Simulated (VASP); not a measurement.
A run of VASP 6.6.1 is set up as follows.

INCAR

```
SYSTEM = Be
ALGO = Fast
EDIFF = 1E-6
ENCUT = 520
GGA = PE
ISIF = 2
ISMEAR = 0
LASPH = .True.
LCHARG = .False.
LREAL = .False.
LWAVE = .False.
NBANDS = 9
NELM = 100
PREC = Accurate
SIGMA = 0.1
```

The input KPOINTS:

```
k-points
0
Gamma
  8 6 6
  0 0 0
```

Contents of POSCAR:

```
Be
1.0
    2.4107100164      0.0000000000      0.0000000000
    0.0000000000      2.3394195217      0.0000000000
    0.0000000000      0.0000000000      2.7916181916
Be
2
Direct
    0.0000000000      0.0000000000      0.2499903583
    0.5000000000      0.5000000000      0.7500096417
```

Potentials or basis: VASP PAW PBE potentials, release 64 (Be).

The run is started by

```sh
$ cat potpaw_PBE.64/Be/POTCAR > POTCAR
$ mpirun -np 1 vasp_std > vasp.out
```

Problem. What does it give for the pressure?

Solution. 0.2 GPa.

Problem. Predict the band gap on the k mesh.

Solution. Zero (bands 2 and 3 overlap by 2.07 eV).

Stress tensor (GPa, compression positive):
```
0.05 0.00 0.00
0.00 0.32 0.00
0.00 0.00 0.13
```

Caveat: the k points lie up to 0.45 Å⁻¹ apart, too coarse for converged energies and pressures of a metal.
